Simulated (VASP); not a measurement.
Ta: single point with LDA

Crystal: Ta.

```
CELL_PARAMETERS angstrom
4.62097 0.00000 0.00000
-2.31048 4.00188 0.00000
0.00000 0.00000 2.60413
ATOMIC_POSITIONS crystal
Ta 0.00000 0.00000 0.00000
Ta 0.33333 0.66667 0.50000
Ta 0.66667 0.33333 0.50000
```

```json
{"Program": "VASP 6.6.1", "Task": "single point", "Functional": "LDA", "Potentials or basis": "VASP PAW LDA potentials, release 64 (Ta_pv)", "Cutoff": "520 eV", "k mesh": "8 × 8 × 11", "Occupations": "fermi-dirac, width 0.08 eV", "Spin": "no spin polarisation"}
```

| Item | Value |
| --- | --- |
| Pressure | 22.6 GPa |

Stress tensor (GPa, compression positive):
```
22.55  0.00  0.00
 0.00 22.55  0.00
 0.00  0.00 22.80
```

Levels at points of the mesh, in eV from the Fermi level:
| k point | band 13 | band 14 | band 15 | band 16 | band 17 | band 18 | band 19 | band 20 | band 21 | band 22 |
| --- | --- | --- | --- | --- | --- | --- | --- | --- | --- | --- |
| (0.00, 0.00, 0.00) | -1.46 | -1.46 | -1.45 | -1.45 | -0.89 | 0.96 | 0.96 | 3.54 | 3.54 | 3.65 |
| (0.50, 0.00, 0.00) | -2.36 | -2.10 | -1.99 | -1.25 | -0.80 | 1.59 | 2.17 | 3.84 | 3.92 | 4.17 |

It took 27 s on 1 thread of Intel(R) Xeon(R) Platinum 8488C (Sapphire Rapids) (shared host), peak memory 0.17 GiB.

Caveat: spin-orbit coupling is left out, which moves the levels of the heavy elements.
